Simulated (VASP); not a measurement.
Runs of VASP 6.6.1 on Ag. The structure is that of space group Fm-3m (No. 225), or close to it. The cells are those of the table. 

| task | cell | k mesh | cutoff (eV) | gap on the mesh (eV) | pressure (GPa) | relaxed volume (Å³/atom) |
| --- | --- | --- | --- | --- | --- | --- |
| single point | a = 2.939 Å, angles 60.0°, 1 atom | 8 × 8 × 8 | 520 | none | -0.1 | - |
| relaxation of cell and atoms | relaxed from a = 2.939 Å, angles 60.0°, 1 atom | 18 × 18 × 18 | 600 | none | 0.0 | 17.80 |
| single point | a = 2.933 Å, angles 60.0°, 1 atom | 18 × 18 × 18 | 520 | none | -0.1 | - |
| relaxation of cell and atoms | relaxed from a = 2.735 Å, angles 60.0°, 1 atom | 8 × 8 × 8 | 600 | none | -0.3 | 18.02 |
| single point | a = 2.735 Å, angles 60.0°, 1 atom | 8 × 8 × 8 | 520 | none | (a) | - |

Alike in all rows: level PBE; potentials or basis VASP PAW PBE potentials, release 64 (Ag); no spin polarisation; smearing gaussian 0.1 eV.

Question: Estimate the missing entries.

Answer: (a) 35.4.

Caveats: the volume moved by over 15 % at a fixed basis, so the end points are rough (some runs).

A k mesh can miss the band edges, and the runs leave out spin-orbit coupling on Ag.

A gap of «none» marks levels without a gap at the run's occupations.
